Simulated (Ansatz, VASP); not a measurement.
## Al9H in VASP and in Ansatz

```
Al H
1.0
     5.70709    0.00000    0.00000
    -1.42677    9.70148    0.00000
     0.00000    0.00000   22.79037
Al H
18 2
Cartesian
  1.4268 0.6295 4.0000
  4.2803 0.6295 4.0000
  1.4268 3.3172 4.9957
  4.2803 3.3172 4.9957
  0.0000 5.7950 5.1949
  2.8535 5.7950 5.1949
  1.4268 8.2728 5.3940
  4.2803 8.2728 5.3940
  0.0003 1.2390 6.4001
  2.8538 1.2390 6.4001
  -0.0072 3.9216 7.5233
  2.8463 3.9216 7.5233
  1.4238 6.3997 7.6799
  4.2774 6.3997 7.6799
  -0.0083 8.8388 7.8610
  2.8452 8.8388 7.8610
  1.4319 1.7599 8.7904
  4.2854 1.7599 8.7904
  2.9014 3.7980 9.2404
  2.8069 4.4411 9.2404
```

Alike in both runs: task single point; functional PBE; k mesh 5 × 3 × 1; occupations gaussian, width 0.1 eV; no spin polarisation.

|  | VASP | Ansatz |
| --- | --- | --- |
| version | VASP 6.6.1 | Ansatz 0.2.0 |
| potentials or method | VASP PAW PBE potentials, release 64 (Al, H), cutoff 520 eV | scalar-relativistic, plane waves, PAW |
| valence electrons in the cell | 56 | 56 |

```csv
,VASP,Ansatz,Ansatz less VASP
gap on the k mesh at the Fermi level (eV),none,none,-
rms of the force components (eV/Å),1.144,1.137,-0.0074
```

Atom by atom the forces differ by 0.008 eV/Å (rms over components). A gap of «none» marks a metal or a gap that the smearing closes.
